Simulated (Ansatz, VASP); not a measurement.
**AlRu: VASP beside Ansatz**

```
CELL_PARAMETERS angstrom
3.00436 0.00000 0.00000
0.00000 4.24880 0.00000
0.00000 0.00000 20.24880
ATOMIC_POSITIONS crystal
Ru 0.75000 0.25000 0.39689
Ru 0.75000 0.75000 0.50000
Ru 0.75000 0.25000 0.60311
Al 0.25000 0.75000 0.39601
Al 0.25000 0.25000 0.50000
Al 0.25000 0.75000 0.60399
```

Alike in both runs: functional PBE; k mesh 12 × 9 × 1; occupations fermi-dirac, width 0.1 eV; no spin polarisation.

Ansatz relaxed the structure, and its values are those at the end. VASP's run is a single point on that final structure, the one shown.

|  | VASP | Ansatz |
| --- | --- | --- |
| version | VASP 6.6.1 | Ansatz 0.2.0 |
| potentials or method | VASP PAW PBE potentials, release 64 (Ru_pv, Al) | PAW with Ansatz's default frozen-core files, scalar-relativistic |
| plane-wave cutoff (eV) | 520 | 420 |
| valence electrons in the cell | 51 | 57 |

```csv
,VASP,Ansatz,Ansatz less VASP
rms of the force components (eV/Å),0.004,0.002,-0.0020
```

With one functional, cell and mesh, what is left measures potentials, basis and numerics. VASP's potentials hold 51 valence electrons a cell and Ansatz's 57, so a difference there can come from the potentials and not from the codes. Ansatz's warnings: stress scf threshold loose, xc potential rough in thin density.
